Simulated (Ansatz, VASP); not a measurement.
## One calculation of CdSe, two programs

```xyz
2
Lattice="0.0000 3.0600 3.0600 3.0600 0.0000 3.0600 3.0600 3.0600 0.0000" Properties=species:S:1:pos:R:3 pbc="T T T"
Cd    0.0000    0.0000    0.0000
Se    1.5300    1.5300    1.5300
```

Change from the starting cell: volume scaled by 0.99, crystal datasets.

Alike in both runs: task electric field gradients; functional PBE; k mesh 8 × 8 × 8; occupations fermi-dirac, width 0.03 eV; no spin polarisation.

|  | VASP | Ansatz |
| --- | --- | --- |
| version | VASP 6.6.1 | Ansatz 0.2.0 |
| potentials or method | VASP PAW PBE potentials, release 64 (Cd, Se), cutoff 520 eV | all-electron PAW with datasets made for the crystal, scalar-relativistic |

|  | VASP | Ansatz | Ansatz less VASP |
| --- | --- | --- | --- |
| pressure (GPa) | 2.1 | 1.8 | -0.28 |

Ansatz ran all-electron here, and VASP with PAW potentials.
